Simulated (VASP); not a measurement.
# Be2C (Fm-3m) in VASP: settings compared

Be2C is run at these levels: PBE, HSE06; tasks: single point.

Everything below comes from runs of VASP 6.6.1. Logs are shortened: lines on timing, memory, paths and dates and some standing lists are left out, and cuts for length are marked.

### Step 1. The cell of the first run

The structure is cubic, space group Fm-3m (No. 225). Conventional cell: a = 4.325 Å, b = 4.325 Å, c = 4.325 Å, α = 90.00°, β = 90.00°, γ = 90.00°. Be (site symmetry -43m) has 4 C at 1.87 Å and 6 Be at 2.16 Å within 2.5 Å. C (site symmetry m-3m) has 8 Be at 1.87 Å within 2.5 Å.

### Step 2. Single point, PBE

INCAR reads:

```
SYSTEM = Be2C
PREC = Accurate
ENCUT = 600
EDIFF = 1E-6
ISMEAR = 0
SIGMA = 0.1
LREAL = .FALSE.
LASPH = .TRUE.
NELM = 120
ALGO = Normal
ISIF = 2
LWAVE = .FALSE.
LCHARG = .FALSE.
GGA = PE
ISYM = 0
NBANDS = 11
GGA_COMPAT = .FALSE.
```

KPOINTS reads:

```
Automatic mesh
0
G
  4 7 11
  0 0 0
```

POSCAR reads:

```
Be2C
1.0
    0.0000000000      2.1622559729      2.1622559729
    2.1622559729      0.0000000000      2.1622559729
    2.1622559729      2.1622559729      0.0000000000
Be C
2 1
Direct
    0.7500000000      0.7500000000      0.7500000000
    0.2500000000      0.2500000000      0.2500000000
    0.0000000000      0.0000000000      0.0000000000
```

Potentials or basis: VASP PAW PBE potentials, release 64 (Be, C).

Run with:

```console
> cat potpaw_PBE.64/Be/POTCAR potpaw_PBE.64/C/POTCAR > POTCAR
> mpirun -np 1 vasp_std > vasp.out
```

OUTCAR:

```text
SYSTEM = Be2C
   PREC = Accurate
   ENCUT = 600
   EDIFF = 1E-6
   ISMEAR = 0
   LREAL = .FALSE.
   LASPH = .TRUE.
   NELM = 120
   ISIF = 2
   GGA = PE
   ISYM = 0

 ion  position               nearest neighbor table
   1  0.750  0.750  0.750-   3 1.87   3 1.87   3 1.87   3 1.87   2 2.16   2 2.16   2 2.16   2 2.16
                             2 2.16   2 2.16
   2  0.250  0.250  0.250-   3 1.87   3 1.87   3 1.87   3 1.87   1 2.16   1 2.16   1 2.16   1 2.16
                             1 2.16   1 2.16
   3  0.000  0.000  0.000-   1 1.87   1 1.87   1 1.87   2 1.87   2 1.87   2 1.87   2 1.87   1 1.87

IMPORTANT INFORMATION: All symmetrisations will be switched off!
NOSYMM: (Re-)initialisation of all symmetry stuff for point group C_1.

----------------------------------------------------------------------------------------

                                     Primitive cell

  volume of cell :      20.2186

  direct lattice vectors                    reciprocal lattice vectors
     0.000000000  2.162255973  2.162255973    -0.231239967  0.231239967  0.231239967
     2.162255973  0.000000000  2.162255973     0.231239967 -0.231239967  0.231239967
     2.162255973  2.162255973  0.000000000     0.231239967  0.231239967 -0.231239967

  length of vectors
     3.057891722  3.057891722  3.057891722     0.400519372  0.400519372  0.400519372

  position of ions in fractional coordinates (direct lattice)
     0.750000000  0.750000000  0.750000000
     0.250000000  0.250000000  0.250000000
     0.000000000  0.000000000  0.000000000

  ion indices of the primitive-cell ions
   primitive index   ion index
                 1           1
                 2           2
                 3           3

----------------------------------------------------------------------------------------

 KPOINTS: Automatic mesh

Automatic generation of k-mesh.
 Grid dimensions read from file:
 generate k-points for:    4    7   11

 Generating k-lattice:

  Cartesian coordinates                     Fractional coordinates (reciprocal lattice)
    -0.057809992  0.057809992  0.057809992     0.250000000  0.000000000  0.000000000
     0.033034281 -0.033034281  0.033034281     0.000000000  0.142857143  0.000000000
     0.021021815  0.021021815 -0.021021815     0.000000000  0.000000000  0.090909091

  Length of vectors
     0.100129843  0.057217053  0.036410852

  Shift w.r.t. Gamma in fractional coordinates (k-lattice)
     0.000000000  0.000000000  0.000000000

 -----------------------------------------------------------------------------
|                                                                             |
|           W    W    AA    RRRRR   N    N  II  N    N   GGGG   !!!           |
|           W    W   A  A   R    R  NN   N  II  NN   N  G    G  !!!           |
|           W    W  A    A  R    R  N N  N  II  N N  N  G       !!!           |
|           W WW W  AAAAAA  RRRRR   N  N N  II  N  N N  G  GGG   !            |
|           WW  WW  A    A  R   R   N   NN  II  N   NN  G    G                |
|           W    W  A    A  R    R  N    N  II  N    N   GGGG   !!!           |
|                                                                             |
|     Your reciprocal lattice and k-lattice belong to different lattice       |
|     classes:                                                                |
|                                                                             |
|        The reciprocal lattice is body-centered cubic,                       |
|        whereas your k-lattice is triclinic.                                 |
|                                                                             |
|     Results are often still useful ...                                      |
|                                                                             |
 -----------------------------------------------------------------------------

 WARNING: IBZKPT: internal override: KBLOWUP is changed to .FALSE.
      ... skipping the blow-up phase ...

 Subroutine IBZKPT returns following result:
 ===========================================

 Found    155 irreducible k-points:

 Following reciprocal coordinates:
            Coordinates               Weight
  0.000000  0.000000  0.000000      1.000000
  0.250000  0.000000  0.000000      2.000000
  0.500000  0.000000  0.000000      1.000000
  0.000000  0.142857  0.000000      2.000000
  0.250000  0.142857  0.000000      2.000000
  0.500000  0.142857  0.000000      2.000000
[... 16 lines left out ...]
 -0.250000  0.142857  0.090909      2.000000
  0.000000  0.285714  0.090909      2.000000
 [... further k-points ...]
   k-points           NKPTS =    155   k-points in BZ     NKDIM =    155   number of bands    NBANDS=     11
   number of dos      NEDOS =    301   number of ions     NIONS =      3
   total plane-waves  NPLWV =  13824
   dimension x,y,z NGX =    24 NGY =   24 NGZ =   24
   dimension x,y,z NGXF=    48 NGYF=   48 NGZF=   48
   ions per type =               2   1
   NGX,Y,Z   is equivalent  to a cutoff of  13.05, 13.05, 13.05 a.u.
   NGXF,Y,Z  is equivalent  to a cutoff of  26.10, 26.10, 26.10 a.u.
 SYSTEM =  Be2C
   PREC   = accura    normal or accurate (medium, high low for compatibility)
   ISTART =      0    job   : 0-new  1-cont  2-samecut
   ICHARG =      2    charge: 1-file 2-atom 10-const
   ISPIN  =      1    spin polarized calculation?
   LNONCOLLINEAR =      F non collinear calculations
   LSORBIT =      F    spin-orbit coupling
   LASPH  =      T    aspherical Exc in radial PAW
   ENCUT  =  600.0 eV  44.10 Ry    6.64 a.u.   6.11  6.11  6.11*2*pi/ulx,y,z
   NELM   =    120;   NELMIN=  2; NELMDL= -5     # of ELM steps
   EDIFF  = 0.1E-05   stopping-criterion for ELM
   LREAL  =      F    real-space projection
   EDIFFG = 0.1E-04   stopping-criterion for IOM
   NSW    =      0    number of steps for IOM
   IBRION =     -1    ionic relax: 0-MD 1-quasi-New 2-CG
   NFREE  =      0    steps in history (QN), initial steepest desc. (CG)
   ISIF   =      2    stress and relaxation
   ISYM   =      0    0-nonsym 1-usesym 2-fastsym
   POTIM  = 0.5000    time-step for ionic-motion
   TEBEG  =    0.0;   TEEND  =   0.0 temperature during run
   PSTRESS=    0.0 pullay stress
   NELECT =       8.0000    total number of electrons
   NUPDOWN=      -1.0000    fix difference up-down
   EMIN   =  10.00;   EMAX   =-10.00  energy-range for DOS
   EFERMI =   0.00;   METHOD = LEGACY
   ISMEAR =     0;   SIGMA  =   0.10  broadening in eV -4-tet -1-fermi 0-gaus
   EFERMI_NEDOS =   21; number of points for ismear=-14 and -15
   IALGO  =     38    algorithm
   IMIX   =      4    mixing-type and parameters
     AMIX     =   0.40;   BMIX     =  1.00
     AMIX_MAG =   1.60;   BMIX_MAG =  1.00
  volume/ion in A,a.u.               =       6.74        45.48
  Fermi-wavevector in a.u.,A,eV,Ry     =   1.201861  2.271189 19.653219  1.444471
  Thomas-Fermi vector in A             =   2.337659
   LORBIT       =      0    0 simple, 1 ext, 2 COOP (PROOUT), +10 PAW based schemes
   GGA     = PE    functional components
   LHFCALC =     F    Hartree Fock is set to
   AEXX    =    0.0000 exact exchange contribution
   IVDW    =     0    specifies the selected vdW correction
   LEPSILON=     F    determine dielectric tensor
   LRPA    =     F    only Hartree local field effects (RPA)
 non-spin polarized calculation
 Gauss-broadening in eV      SIGMA  =   0.10
  energy-cutoff  :      600.00
  volume of cell :       20.22
 maximum number of plane-waves:       689
   NGX = 13   NGY = 13   NGZ = 13

 number of electron       8.0000000 magnetization

 Free energy of the ion-electron system (eV)
  ---------------------------------------------------
  ext. energy  EPLUGINS =         0.00000000
  ---------------------------------------------------
  free energy    TOTEN  =       -17.44194389 eV

  energy without entropy =      -17.44194389  energy(sigma->0) =      -17.44194389

 E-fermi :   8.1788     XC(G=0): -11.4502

 val. band max:        7.7666997432   @ k =   0.0000   0.0000   0.0000
 cond. band min:       9.0824829710   @ k =   0.5000   0.0000   0.4545
 fundamental gap:      1.3157832278
 Fermi energy:         8.1788275508

 k-point     1 :       0.0000    0.0000    0.0000
  band No.  band energies     occupation
      1      -7.3001      2.00000
      2       7.7656      2.00000
      3       7.7664      2.00000
      4       7.7667      2.00000
      5      11.8945      0.00000
      6      11.8950      0.00000
      7      11.8955      0.00000
      8      14.5510      0.00000
      9      20.9539      0.00000
     10      20.9547      0.00000
     11      20.9548      0.00000

 k-point     2 :       0.2500    0.0000    0.0000
  band No.  band energies     occupation
      1      -6.3193      2.00000
      2       2.9234      2.00000
      3       6.5958      2.00000
      4       6.5963      2.00000
      5      13.2532      0.00000
      6      13.2534      0.00000
      7      13.9605      0.00000
      8      16.4080      0.00000
      9      19.0681      0.00000
     10      19.0681      0.00000
     11      23.0634      0.00000

 k-point     3 :       0.5000    0.0000    0.0000
  band No.  band energies     occupation
      1      -4.4257      2.00000
      2      -0.9824      2.00000
      3       5.9299      2.00000
      4       5.9305      2.00000
      5      12.7723      0.00000
      6      12.7731      0.00000
      7      14.8055      0.00000
      8      17.6010      0.00000
      9      22.3016      0.00000
     10      22.3020      0.00000
     11      24.9108      0.00000

 k-point     4 :       0.0000    0.1429    0.0000
  band No.  band energies     occupation
      1      -6.9747      2.00000
      2       5.4665      2.00000
      3       7.2147      2.00000
      4       7.2158      2.00000
      5      12.6844      0.00000
      6      12.6848      0.00000
      7      13.1751      0.00000
      8      15.3130      0.00000
      9      19.3680      0.00000
     10      19.3680      0.00000
     11      21.7329      0.00000

 k-point     5 :       0.2500    0.1429    0.0000
  band No.  band energies     occupation
      1      -6.3726      2.00000
      2       4.0778      2.00000
      3       5.4597      2.00000
      4       6.2567      2.00000
      5      12.6585      0.00000
      6      13.7353      0.00000
      7      14.8359      0.00000
      8      14.9592      0.00000
      9      18.8297      0.00000
     10      21.9841      0.00000
     11      23.2372      0.00000
[... 211 lines left out ...]
 k-point    21 :       0.2500    0.1429    0.0909
  band No.  band energies     occupation
      1      -6.6115      2.00000
      2       4.5791      2.00000
      3       5.5163      2.00000
      4       7.1728      2.00000
      5      12.7878      0.00000
      6      13.7360      0.00000
      7      14.4288      0.00000
      8      14.9083      0.00000
      9      17.8320      0.00000
     10      21.2559      0.00000
     11      22.6788      0.00000

 k-point    22 :       0.5000    0.1429    0.0909
  band No.  band energies     occupation
      1      -4.6163      2.00000
      2      -0.2069      2.00000
      3       4.7684      2.00000
      4       5.6515      2.00000
      5      12.9257      0.00000
      6      13.6479      0.00000
      7      15.5614      0.00000
      8      17.8177      0.00000
      9      20.1529      0.00000
     10      22.3092      0.00000
     11      24.7141      0.00000

 k-point    23 :      -0.2500    0.1429    0.0909
  band No.  band energies     occupation
      1      -5.4577      2.00000
      2       1.3711      2.00000
      3       5.0066      2.00000
      4       5.9719      2.00000
      5      12.7997      0.00000
      6      14.2684      0.00000
      7      15.1848      0.00000
      8      16.1564      0.00000
      9      19.3008      0.00000
     10      22.2877      0.00000
     11      24.3254      0.00000

 k-point    24 :       0.0000    0.2857    0.0909
  band No.  band energies     occupation
      1      -6.1668      2.00000
      2       2.8506      2.00000
      3       5.7512      2.00000
      4       6.5302      2.00000
      5      12.8695      0.00000
      6      14.2020      0.00000
      7      14.3872      0.00000
      8      15.4671      0.00000
      9      18.7363      0.00000
     10      20.9108      0.00000
     11      23.4097      0.00000

 [... further k-points ...]
[... 5 lines left out ...]
  --------------------------------------------------------------------------------------
  -------------------------------------------------------------------------------------
  Total        0.0613235      0.1221375      0.1245766      0.0007636      0.0459092      0.0006964
  in kB        4.8594388      9.6785051      9.8717856      0.0605129      3.6379713      0.0551828
  external PRESSURE =       8.1365765 kB  Pullay stress =       0.0000000 kB

 VOLUME and BASIS-vectors are now :
 -----------------------------------------------------------------------------
  energy-cutoff  :      600.00
  volume of cell :       20.22
      direct lattice vectors                 reciprocal lattice vectors
     0.000000000  2.162255973  2.162255973    -0.231239967  0.231239967  0.231239967
     2.162255973  0.000000000  2.162255973     0.231239967 -0.231239967  0.231239967
     2.162255973  2.162255973  0.000000000     0.231239967  0.231239967 -0.231239967

 POSITION                                       TOTAL-FORCE (eV/Angst)
 -----------------------------------------------------------------------------------
      3.24338      3.24338      3.24338         0.007131      0.000490     -0.000212
      1.08113      1.08113      1.08113        -0.007131     -0.000490      0.000212
      0.00000      0.00000      0.00000         0.000000     -0.000000     -0.000000
 -----------------------------------------------------------------------------------
    total drift:                                0.000001      0.000000     -0.000001

  FREE ENERGIE OF THE ION-ELECTRON SYSTEM (eV)
  ---------------------------------------------------
  free  energy   TOTEN  =       -17.4419438911 eV

  energy  without entropy=      -17.4419438911  energy(sigma->0) =      -17.44194389
```

It took 9.9 s on 1 thread of Intel Xeon 6975P-C (Granite Rapids), shared host; peak memory 0.16 GiB.

What came out:

```yaml
Free_energy: -17.4419 eV
Pressure: 0.8 GPa
Band_gap_on_the_k_mesh: 1.32 eV, indirect (least direct gap 4.13 eV)
```

Caveat: the k points lie up to 0.63 Å⁻¹ apart. A k mesh can miss the band edges.

### Step 3. Single point, HSE06

This run uses another cell than the first one, of 7.08 Å³/atom, 1.050 times its volume.

POSCAR reads:

```
Be2C
1.0
    0.0000000000      2.1977090934      2.1977090934
    2.1977090934      0.0000000000      2.1977090934
    2.1977090934      2.1977090934      0.0000000000
Be C
2 1
Direct
    0.7500000000      0.7500000000      0.7500000000
    0.2500000000      0.2500000000      0.2500000000
    0.0000000000      0.0000000000      0.0000000000
```

INCAR.step1 reads:

```
SYSTEM = Be2C
  PREC = Accurate
  ENCUT = 520
  EDIFF = 1E-5
  ISMEAR = 0
  SIGMA = 0.1
  LREAL = .FALSE.
  LASPH = .TRUE.
  NELM = 120
  ALGO = Normal
  ISIF = 2
  LWAVE = .TRUE.
  LCHARG = .FALSE.
  NBANDS = 11
  GGA = PE
  GGA_COMPAT = .FALSE.
```

INCAR.step2 reads:

```
SYSTEM = Be2C
  PREC = Accurate
  ENCUT = 520
  EDIFF = 1E-6
  ISMEAR = 0
  SIGMA = 0.1
  LREAL = .FALSE.
  LASPH = .TRUE.
  NELM = 120
  ALGO = Normal
  ISIF = 2
  LWAVE = .FALSE.
  LCHARG = .FALSE.
  GGA = PE
  LHFCALC = .TRUE.
  HFSCREEN = 0.2079
  PRECFOCK = Normal
  NBANDS = 11
  ISTART = 1
  GGA_COMPAT = .FALSE.
```

KPOINTS reads:

```
regular mesh
0
G
  4 4 4
  0 0 0
```

Potentials or basis: VASP PAW PBE potentials, release 64 (Be, C).

Run with:

```console
> cat potpaw_PBE.64/Be/POTCAR potpaw_PBE.64/C/POTCAR > POTCAR
> cp INCAR.step1 INCAR
> mpirun -np 1 vasp_std > vasp.out
> cp INCAR.step2 INCAR
> mpirun -np 1 vasp_std > vasp.out
```

Wall time 31 s (1 thread of Intel Xeon 6975P-C (Granite Rapids), shared host); peak memory 0.23 GiB.

Results (log left out):

| Item | Value |
| --- | --- |
| Free energy | -18.9508 eV |
| Pressure | -11.6 GPa |
| Band gap on the k mesh | 1.88 eV, indirect (least direct gap 5.02 eV) |

Levels at points of the mesh, in eV from the valence-band top:
```tsv
k point	band 1	band 2	band 3	band 4	band 5	band 6	band 7	band 8	band 9
(0.00, 0.00, 0.00)	-16.34	0.00	0.00	0.00	5.02	5.02	5.02	7.49	14.25
(0.50, 0.00, 0.00)	-13.31	-9.33	-1.94	-1.94	5.91	5.91	7.73	10.91	15.74
(0.50, 0.50, 0.00)	-12.47	-7.36	-5.00	-5.00	1.88	6.41	14.55	14.55	16.58
```

Caveat: the k points lie up to 0.62 Å⁻¹ apart; the PAW data sets were made with another functional, which shifts forces and pressure a little. A k mesh can miss the band edges.
